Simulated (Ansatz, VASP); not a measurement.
**One calculation of InB2As3, two programs**

```xyz
6
Lattice="2.0344 -6.8330 0.0000 2.0344 6.8330 0.0000 0.0000 0.0000 4.2104" Properties=species:S:1:pos:R:3 pbc="T T T"
In    0.0000    0.0000    0.0000
B     2.0344    5.1248    2.1052
B     2.0344   -5.1248    2.1052
As    2.0344    0.0000    2.1052
As    2.0344    2.5282    0.0000
As    2.0344   -2.5282    0.0000
```

Change from the starting cell: species swapped into the TlAg3Te2 type (Cmmm, No. 65).

Alike in both runs: task single point; functional PBE; k mesh 4 × 4 × 4; occupations gaussian, width 0.1 eV; no spin polarisation.

```csv
,VASP,Ansatz
version,VASP 6.6.1,Ansatz 0.2.0
potentials or method,"VASP PAW PBE potentials, release 64 (In_d, B, As), cutoff 520 eV","scalar-relativistic, plane waves, PAW"
valence electrons in the cell,34,64
```

Ansatz gave:

| Item | Value |
| --- | --- |
| gap on the k mesh at the Fermi level (eV) | none |
| pressure (GPa) | -6.1 |
| traceless stress, the component that is largest in VASP (GPa) | -2.84 |
| rms of the force components (eV/Å) | 0.256 |

Task: What did VASP give for the same quantities?

Result: gap on the k mesh at the Fermi level (eV): none; pressure (GPa): -6.0; traceless stress, the component that is largest in VASP (GPa): -2.82; rms of the force components (eV/Å): 0.253.

Atom by atom the forces differ by 0.003 eV/Å (rms over components). A gap of «none» marks a metal or a gap that the smearing closes. The functional is the same, so the differences come from potentials, cutoffs and numerics. VASP's potentials hold 34 valence electrons a cell and Ansatz's 64, so a difference there can come from the potentials and not from the codes.

The k mesh is coarse, so the values compare programs but aren't converged.
